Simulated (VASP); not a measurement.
Set up this calculation in VASP 6.6.1, as the native input.

| Property | Result |
| --- | --- |
| Task | single point |
| Functional | PBE |
| Potentials or basis | VASP PAW PBE potentials, release 64 (Ti_sv, O) |
| Cutoff | 520 eV |
| k mesh | 2 × 2 × 2 |
| Occupations | gaussian, width 0.02 eV |
| Spin | no spin polarisation |
| Dipole correction | no |
| Further INCAR settings | ALGO = Normal; EDIFF = 1e-06; NBANDS = 33 |

The structure of TiO2 lies in POSCAR:

```
TiO2
1.0
    2.6805548658     -2.7284128728     -0.0617389515
    2.6752617647      2.7231209861     -0.0543959535
   -2.7090875630      0.0090815493      4.8052823094
Ti O
2 4
Direct
    0.1219484995      0.8575515384      0.2362471605
    0.8755807488      0.1482181876      0.7558577591
    0.3540058329      0.0989456189      0.6738295210
    0.6731971283      0.9418963086      0.3216654504
    0.9681807552      0.6826863602      0.8467382601
    0.0640405078      0.3491038293      0.1745947979
```

One way to write it, as run:

INCAR

```
ALGO     = Normal         # electronic algorithm
EDIFF    = 1E-6           # SCF threshold, eV
ENCUT    = 520            # plane-wave cutoff, eV
GGA      = PE             # functional
ISIF     = 2              # what is computed and relaxed
ISMEAR   = 0              # smearing method
LASPH    = T              # aspherical terms in the spheres
LCHARG   = F              # write CHGCAR
LREAL    = F              # projectors in reciprocal space
LWAVE    = F              # write WAVECAR
NBANDS   = 33             # bands
NELM     = 80             # most SCF steps
PREC     = Accurate       # precision mode
SIGMA    = 0.02           # smearing width, eV
```

KPOINTS

```
k-points
0
Gamma
  2 2 2
```

Potentials or basis: VASP PAW PBE potentials, release 64 (Ti_sv, O).

The run is started by

```bash
$ cat potpaw_PBE.64/Ti_sv/POTCAR potpaw_PBE.64/O/POTCAR > POTCAR
$ mpirun -np 1 vasp_std > vasp.out
```

It gave:

* Pressure: 1.8 GPa
* Largest force: 2.103 eV/Å
* Band gap on the k mesh: 2.17 eV (least direct gap 2.62 eV)

Caveat: the k points lie up to 0.88 Å⁻¹ apart; forces of over 1 eV/Å act on the atoms, so gaps and moduli don't describe the material at rest.

Wall time 17 s on 1 thread of AMD EPYC 9R45 96-Core Processor (Zen 5) (shared host), peak memory 0.14 GiB.
